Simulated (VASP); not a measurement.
# Al8H in VASP: a series of runs

Al8H is run at these levels: PBE; tasks: single point.

Everything below comes from runs of VASP 6.6.1. Logs are shortened: lines on timing, memory, paths and dates and some standing lists are left out, and cuts for length are marked.

## 1. The cell of the first run

The cell holds a slab with vacuum, 18 atoms: a = 5.714 Å, b = 8.081 Å, c = 22.244 Å, α = 90.00°, β = 90.00°, γ = 90.00°.

## 2. Single point, PBE

INCAR reads:

```
PREC = Accurate ; ENCUT = 520
EDIFF = 1E-6 ; ISMEAR = 0
SIGMA = 0.1 ; LREAL = Auto
LASPH = True ; NELM = 80
ALGO = Normal ; ISIF = 2
LWAVE = False ; LCHARG = False
LDIPOL = True ; IDIPOL = 3
DIPOL = 0.5 0.5 0.305 ; GGA = PE
NBANDS = 40
```

KPOINTS reads:

```
regular mesh
0
Gamma
  5 4 1
```

POSCAR reads:

```
Al8H
1.0
    5.7143028096      0.0000000000      0.0000000000
    0.0000000000      8.0812445328      0.0000000000
    0.0000000000      0.0000000000     22.2437981863
Al H
16 2
Direct
    0.2500000000      0.2500000000      0.1798254042
    0.2500000000      0.7500000000      0.1798254042
    0.7500000000      0.2500000000      0.1798254042
    0.7500000000      0.7500000000      0.1798254042
    0.0000000000      0.0000000000      0.2440489550
    0.0000000000      0.5000000000      0.2440489550
    0.5000000000      0.0000000000      0.2440489550
    0.5000000000      0.5000000000      0.2440489550
    0.2500000000      0.2500000000      0.3102692916
    0.2500000000      0.7500000000      0.3102692916
    0.7500000000      0.2500000000      0.3102692916
    0.7500000000      0.7500000000      0.3102692916
    0.0000000000      0.0000000000      0.3706110853
    0.0000000000      0.5000000000      0.3706110853
    0.5000000000      0.0000000000      0.3706110853
    0.5000000000      0.5000000000      0.3706110853
    0.7500000000     -0.0464037437      0.5324539491
    0.7500000000      0.0464037437      0.5324539491
```

Potentials or basis: VASP PAW PBE potentials, release 64 (Al, H).

Started as:

```bash
> cat potpaw_PBE.64/Al/POTCAR potpaw_PBE.64/H/POTCAR > POTCAR
> mpirun -np 1 vasp_std > vasp.out
```

OUTCAR:

```text
PREC = Accurate
   ENCUT = 520
   EDIFF = 1E-6
   ISMEAR = 0
   LREAL = Auto
   LASPH = True
   NELM = 80
   ISIF = 2
   GGA = PE

 ion  position               nearest neighbor table
   1  0.250  0.250  0.180-   3 2.86   3 2.86   6 2.86   7 2.86   8 2.86   5 2.86   9 2.90
   2  0.250  0.750  0.180-   4 2.86   4 2.86   6 2.86   7 2.86   8 2.86   5 2.86  10 2.90
   3  0.750  0.250  0.180-   1 2.86   1 2.86   6 2.86   7 2.86   8 2.86   5 2.86  11 2.90
   4  0.750  0.750  0.180-   2 2.86   2 2.86   6 2.86   7 2.86   8 2.86   5 2.86  12 2.90
   5  0.000  0.000  0.244-  13 2.82   7 2.86   7 2.86   4 2.86   1 2.86   2 2.86   3 2.86  11 2.88
                            12 2.88   9 2.88  10 2.88
   6  0.000  0.500  0.244-  14 2.82   8 2.86   8 2.86   4 2.86   1 2.86   2 2.86   3 2.86  11 2.88
                            12 2.88   9 2.88  10 2.88
   7  0.500  0.000  0.244-  15 2.82   5 2.86   5 2.86   4 2.86   1 2.86   2 2.86   3 2.86  11 2.88
                            12 2.88   9 2.88  10 2.88
   8  0.500  0.500  0.244-  16 2.82   6 2.86   6 2.86   4 2.86   1 2.86   2 2.86   3 2.86  11 2.88
                            12 2.88   9 2.88  10 2.88
   9  0.250  0.250  0.310-  13 2.81  14 2.81  15 2.81  16 2.81  11 2.86  11 2.86   7 2.88   8 2.88
                             5 2.88   6 2.88   1 2.90
  10  0.250  0.750  0.310-  13 2.81  14 2.81  15 2.81  16 2.81  12 2.86  12 2.86   7 2.88   8 2.88
                             5 2.88   6 2.88   2 2.90
  11  0.750  0.250  0.310-  13 2.81  14 2.81  15 2.81  16 2.81   9 2.86   9 2.86   7 2.88   8 2.88
                             5 2.88   6 2.88   3 2.90
  12  0.750  0.750  0.310-  13 2.81  14 2.81  15 2.81  16 2.81  10 2.86  10 2.86   7 2.88   8 2.88
                             5 2.88   6 2.88   4 2.90
  13  0.000  0.000  0.371-   9 2.81  10 2.81  11 2.81  12 2.81   5 2.82  15 2.86  15 2.86
  14  0.000  0.500  0.371-   9 2.81  10 2.81  11 2.81  12 2.81   6 2.82  16 2.86  16 2.86
  15  0.500  0.000  0.371-   9 2.81  10 2.81  11 2.81  12 2.81   7 2.82  13 2.86  13 2.86
  16  0.500  0.500  0.371-   9 2.81  10 2.81  11 2.81  12 2.81   8 2.82  14 2.86  14 2.86
  17  0.750  0.954  0.532-  18 0.75
  18  0.750  0.046  0.532-  17 0.75

  LATTYP: Found a simple orthorhombic cell.
 ALAT       =     5.7143028096
 B/A-ratio  =     1.4142135624
 C/A-ratio  =     3.8926530370

  Lattice vectors:

 A1 = (   5.7143028096,   0.0000000000,   0.0000000000)
 A2 = (   0.0000000000,   8.0812445328,   0.0000000000)
 A3 = (   0.0000000000,   0.0000000000,  22.2437981863)

Analysis of symmetry for initial positions (statically):
=====================================================================
 Subroutine PRICEL returns:
 Original cell was already a primitive cell.

 Routine SETGRP: Setting up the symmetry group for a
 simple orthorhombic supercell.

 Subroutine GETGRP returns: Found  4 space group operations
 (whereof  2 operations were pure point group operations)
[... 153 lines left out ...]
     AMIX     =   0.40;   BMIX     =  1.00
     AMIX_MAG =   1.60;   BMIX_MAG =  1.00
  volume/ion in A,a.u.               =      57.07       385.10
  Fermi-wavevector in a.u.,A,eV,Ry     =   0.597743  1.129571  4.861321  0.357297
  Thomas-Fermi vector in A             =   1.648585
   LORBIT       =      0    0 simple, 1 ext, 2 COOP (PROOUT), +10 PAW based schemes
   GGA     = PE    functional components
   LHFCALC =     F    Hartree Fock is set to
   AEXX    =    0.0000 exact exchange contribution
   IVDW    =     0    specifies the selected vdW correction
   LEPSILON=     F    determine dielectric tensor
   LRPA    =     F    only Hartree local field effects (RPA)
 non-spin polarized calculation
 Gauss-broadening in eV      SIGMA  =   0.10
  energy-cutoff  :      520.00
  volume of cell :     1027.19
 maximum number of plane-waves:     27706
   NGX = 21   NGY = 31   NGZ = 83

 dipolmoment           0.000000      0.000000      0.043656 electrons x Angstroem

 number of electron      49.9999999 magnetization

 dipolmoment           0.000000      0.000000     -0.011668 electrons x Angstroem

 Free energy of the ion-electron system (eV)
  ---------------------------------------------------
  ext. energy  EPLUGINS =         0.00000000
  ---------------------------------------------------
  free energy    TOTEN  =       -61.46051479 eV

  energy without entropy =      -61.42377750  energy(sigma->0) =      -61.44214614

 E-fermi :  -0.8551     XC(G=0):  -3.7169

 val. band max:       -0.8797431087   @ k =   0.0000   0.2500   0.0000
 cond. band min:      -0.8090080830   @ k =   0.2000   0.2500   0.0000
 fundamental gap:      0.0707350257
 Fermi energy:        -0.8551158622

 k-point     1 :       0.0000    0.0000    0.0000
  band No.  band energies     occupation
      1     -11.0937      2.00000
      2      -8.9180      2.00000
      3      -8.8377      2.00000
      4      -8.6585      2.00000
      5      -7.2262      2.00000
      6      -6.6825      2.00000
[... 349 lines left out ...]
     36       1.7625      0.00000
     37       1.7800      0.00000
 [bands above 37 left out]

------------------------ aborting loop because EDIFF is reached ----------------------------------------

 vacuum level on the upper side and lower side of the slab       (xc-potential included)        -0.039         0.010

  FORCE on cell =-STRESS in cart. coord.  units (eV):
  Direction    XX          YY          ZZ          XY          YZ          ZX
  --------------------------------------------------------------------------------------
  -------------------------------------------------------------------------------------
  Total      -11.9457373     -3.8463258     -1.1594279      0.0000000      0.0000000      0.0000000
  in kB      -18.6325844     -5.9993777     -1.8084391      0.0000000      0.0000000      0.0000000
  external PRESSURE =      -8.8134671 kB  Pullay stress =       0.0000000 kB

 VOLUME and BASIS-vectors are now :
 -----------------------------------------------------------------------------
  energy-cutoff  :      520.00
  volume of cell :     1027.19
      direct lattice vectors                 reciprocal lattice vectors
     5.714302810  0.000000000  0.000000000     0.174999476  0.000000000  0.000000000
     0.000000000  8.081244533  0.000000000     0.000000000  0.123743317  0.000000000
     0.000000000  0.000000000 22.243798186     0.000000000  0.000000000  0.044956351

 POSITION                                       TOTAL-FORCE (eV/Angst)
 -----------------------------------------------------------------------------------
      1.42858      2.02031      4.00000        -0.000000      0.001949      0.213605
      1.42858      6.06093      4.00000        -0.000000     -0.001949      0.213605
      4.28573      2.02031      4.00000        -0.000000      0.000134      0.216733
      4.28573      6.06093      4.00000        -0.000000     -0.000134      0.216733
      0.00000      0.00000      5.42858         0.001680      0.000000     -0.206413
      0.00000      4.04062      5.42858         0.001627      0.000000     -0.207178
[... 10 lines left out ...]
      4.28573      7.70624     11.84380         0.000000      0.000024      0.017538
      4.28573      0.37500     11.84380         0.000000     -0.000024      0.017538
 -----------------------------------------------------------------------------------
    total drift:                               -0.000000      0.000000     -0.015573

  FREE ENERGIE OF THE ION-ELECTRON SYSTEM (eV)
  ---------------------------------------------------
  free  energy   TOTEN  =       -61.4605147855 eV

  energy  without entropy=      -61.4237775024  energy(sigma->0) =      -61.44214614

 vacuum level on the upper side and lower side of the slab         3.166         3.213
```

Run time: 12 min. Hardware: 1 thread of Intel Xeon Platinum 8259CL at 2.50GHz (Skylake/Cascade Lake), shared host; peak memory 0.89 GiB.

What came out:

```yaml
Free_energy: -61.4605 eV
Largest_force: 0.217 eV/Å
Band_gap_on_the_k_mesh: zero (bands 25 and 26 overlap by 0.49 eV)
```

Forces in eV/Å, atoms in the order of the input:
```
Al   0.000  0.002  0.214
Al   0.000 -0.002  0.214
Al   0.000  0.000  0.217
Al   0.000  0.000  0.217
Al   0.002  0.000 -0.206
Al   0.002  0.000 -0.207
Al  -0.002  0.000 -0.206
Al  -0.002  0.000 -0.207
Al   0.000 -0.002 -0.018
Al   0.000  0.002 -0.018
Al   0.000 -0.004 -0.012
Al   0.000  0.004 -0.012
Al   0.005  0.000 -0.008
Al   0.001  0.000  0.004
Al  -0.005  0.000 -0.008
Al  -0.001  0.000  0.004
H    0.000  0.000  0.018
H    0.000  0.000  0.018
```

Levels at points of the mesh, in eV from the Fermi level:
| k point | band 23 | band 24 | band 25 | band 26 | band 27 | band 28 |
| --- | --- | --- | --- | --- | --- | --- |
| (0.00, 0.00, 0.00) | -0.83 | -0.76 | -0.55 | -0.15 | -0.14 | 0.21 |
| (0.00, 0.50, 0.00) | -0.95 | -0.88 | -0.88 | 0.23 | 0.23 | 0.25 |

## 3. Single point, PBE

INCAR reads:

```
ALGO = Normal ; DIPOL = 0.5 0.5 0.292
EDIFF = 1E-6 ; ENCUT = 520
GGA = PE ; IDIPOL = 3
ISIF = 2 ; ISMEAR = 0
LASPH = True ; LCHARG = True
LDIPOL = True ; LELF = True
LREAL = Auto ; LVACPOTAV = True
LVHAR = True ; LWAVE = False
NBANDS = 40 ; NELM = 60
PREC = Accurate ; SIGMA = 0.1
```

KPOINTS reads:

```
k-points
0
Gamma
  5 4 1
```

POSCAR, as its differences from that of step 2:

```diff
@@ -24,3 +24,3 @@
     0.5000000000      0.5000000000      0.3706110853
-    0.7500000000     -0.0464037437      0.5324539491
-    0.7500000000      0.0464037437      0.5324539491
+    0.7500000000     -0.0464037437      0.4196135079
+    0.7500000000      0.0464037437      0.4196135079
```

Potentials or basis: VASP PAW PBE potentials, release 64 (Al, H).

Started as:

```bash
> cat potpaw_PBE.64/Al/POTCAR potpaw_PBE.64/H/POTCAR > POTCAR
> mpirun -np 1 vasp_std > vasp.out
```

It took 9.1 min on 1 thread of Intel Xeon 6975P-C (Granite Rapids), shared host; peak memory 0.9 GiB.

It converged, with:

```yaml
Free_energy: -59.2397 eV
Largest_force: 2.912 eV/Å
Band_gap_on_the_k_mesh: zero (bands 25 and 26 overlap by 0.70 eV)
Work_function_of_the_upper_face: 3.79 eV
Work_function_of_the_lower_face: 4.03 eV
```

Forces on the atoms (eV/Å):
```
Al   0.000  0.023  0.255
Al   0.000 -0.023  0.255
Al   0.000 -0.052  0.276
Al   0.000  0.052  0.276
Al   0.270  0.000 -0.312
Al   0.134  0.000 -0.217
Al  -0.270  0.000 -0.312
Al  -0.134  0.000 -0.217
Al   0.000  0.039 -0.117
Al   0.000 -0.039 -0.117
Al   0.000 -0.171  0.239
Al   0.000  0.171  0.239
Al   1.804  0.000 -1.210
Al   0.000  0.000  0.005
Al  -1.804  0.000 -1.210
Al   0.000  0.000  0.005
H    0.000 -2.704  1.080
H    0.000  2.704  1.080
```

Levels at points of the mesh, in eV from the Fermi level:
```tsv
k point	band 22	band 23	band 24	band 25	band 26	band 27	band 28	band 29
(0.00, 0.00, 0.00)	-0.95	-0.94	-0.74	-0.55	-0.37	0.03	0.11	0.85
(0.00, 0.50, 0.00)	-0.94	-0.92	-0.87	-0.49	-0.32	0.22	0.25	0.47
```

## 4. Single point, PBE

INCAR reads:

```
SYSTEM = Al8H
ALGO = Normal ; DIPOL = 0.5 0.5 0.295
EDIFF = 1E-6 ; ENCUT = 520
GGA = PE ; IDIPOL = 3
ISIF = 2 ; ISMEAR = 0
LASPH = .True. ; LCHARG = .True.
LDIPOL = .True. ; LELF = .True.
LREAL = Auto ; LVACPOTAV = .True.
LVHAR = .True. ; LWAVE = .False.
NBANDS = 40 ; NELM = 60
PREC = Accurate ; SIGMA = 0.1
```

KPOINTS reads:

```
k-points
0
Gamma
  5 4 1
  0 0 0
```

POSCAR, as its differences from that of step 3:

```diff
@@ -24,3 +24,3 @@
     0.5000000000      0.5000000000      0.3706110853
-    0.7500000000     -0.0464037437      0.4196135079
-    0.7500000000      0.0464037437      0.4196135079
+    0.7500000000     -0.0464037437      0.4483855726
+    0.7500000000      0.0464037437      0.4483855726
```

Started as:

```bash
> cat potpaw_PBE.64/Al/POTCAR potpaw_PBE.64/H/POTCAR > POTCAR
> mpirun -np 1 vasp_std > vasp.out
```

Wall time 9.8 min (1 thread of Intel Xeon 6975P-C (Granite Rapids), shared host); peak memory 0.89 GiB.

Results (log left out):

- Free energy: -60.4635 eV
- Largest force: 0.952 eV/Å
- Band gap on the k mesh: zero (bands 25 and 26 overlap by 0.65 eV)

Forces in eV/Å, atoms in the order of the input:
```
Al   0.000  0.037  0.118
Al   0.000 -0.037  0.118
Al   0.000 -0.029  0.203
Al   0.000  0.029  0.203
Al   0.149  0.000 -0.262
Al   0.078  0.000 -0.188
Al  -0.149  0.000 -0.262
Al  -0.078  0.000 -0.188
Al   0.000 -0.029 -0.136
Al   0.000  0.029 -0.136
Al   0.000 -0.166  0.142
Al   0.000  0.166  0.142
Al   0.672  0.000 -0.675
Al   0.021  0.000  0.016
Al  -0.672  0.000 -0.675
Al  -0.021  0.000  0.016
H    0.000 -0.428  0.781
H    0.000  0.428  0.781
```

Levels at points of the mesh, in eV from the Fermi level:
```tsv
k point	band 22	band 23	band 24	band 25	band 26	band 27	band 28	band 29
(0.00, 0.00, 0.00)	-1.07	-0.83	-0.80	-0.51	-0.26	-0.07	0.19	1.02
(0.00, 0.50, 0.00)	-0.92	-0.85	-0.85	-0.64	-0.03	0.25	0.25	0.38
```

## 5. Single point, PBE

INCAR reads:

```
PREC = Accurate
ENCUT = 520
EDIFF = 1E-6
ISMEAR = 0
SIGMA = 0.1
LREAL = Auto
LASPH = True
NELM = 80
ALGO = Normal
ISIF = 2
LWAVE = False
LCHARG = True
LDIPOL = True
IDIPOL = 3
DIPOL = 0.5 0.5 0.300
GGA = PE
LELF = True
LVHAR = True
LVACPOTAV = True
NBANDS = 40
```

KPOINTS reads:

```
Automatic mesh
0
Gamma
  5 4 1
```

POSCAR, as its differences from that of step 4:

```diff
@@ -24,3 +24,3 @@
     0.5000000000      0.5000000000      0.3706110853
-    0.7500000000     -0.0464037437      0.4483855726
-    0.7500000000      0.0464037437      0.4483855726
+    0.7500000000     -0.0464037437      0.4874975980
+    0.7500000000      0.0464037437      0.4874975980
```

Started as:

```bash
> cat potpaw_PBE.64/Al/POTCAR potpaw_PBE.64/H/POTCAR > POTCAR
> mpirun -np 1 vasp_std > vasp.out
```

It took 9.3 min on 1 thread of Intel Xeon 6975P-C (Granite Rapids), shared host; peak memory 0.9 GiB.

The run converged. Its results:

| Property | Result |
| --- | --- |
| Free energy | -61.2924 eV |
| Largest force | 0.215 eV/Å |
| Band gap on the k mesh | zero (bands 25 and 26 overlap by 0.49 eV) |

Forces on the atoms (eV/Å):
```
Al   0.000  0.017  0.185
Al   0.000 -0.017  0.185
Al   0.000 -0.001  0.212
Al   0.000  0.001  0.212
Al   0.022  0.000 -0.208
Al   0.017  0.000 -0.206
Al  -0.022  0.000 -0.208
Al  -0.017  0.000 -0.206
Al   0.000 -0.011 -0.045
Al   0.000  0.011 -0.045
Al   0.000 -0.033  0.018
Al   0.000  0.033  0.018
Al   0.099  0.000 -0.175
Al   0.007  0.000  0.005
Al  -0.099  0.000 -0.175
Al  -0.007  0.000  0.005
H    0.000 -0.003  0.215
H    0.000  0.003  0.215
```

Levels at points of the mesh, in eV from the Fermi level:
```tsv
k point	band 22	band 23	band 24	band 25	band 26	band 27	band 28	band 29
(0.00, 0.00, 0.00)	-1.37	-0.82	-0.76	-0.54	-0.16	-0.14	0.21	1.17
(0.00, 0.50, 0.00)	-0.94	-0.94	-0.87	-0.87	0.20	0.24	0.25	0.25
```

## 6. The runs side by side

| cell | gap on the mesh (eV) | largest force (eV/Å) |
| --- | --- | --- |
| as given, atomic positions A | none | 0.22 |
| as given, atomic positions B | none | 2.91 |
| as given, atomic positions C | none | 0.95 |
| as given, atomic positions D | none | 0.21 |

Alike in all rows: task single point; level PBE; potentials or basis VASP PAW PBE potentials, release 64 (Al, H); no spin polarisation; k mesh 5 × 4 × 1; cutoff (eV) 520; smearing gaussian 0.1 eV.

Total energies depend on the potentials used, so only differences within one code and one set of settings carry meaning.

The gap in the log of VASP goes by the Fermi energy; the results here count the filled bands.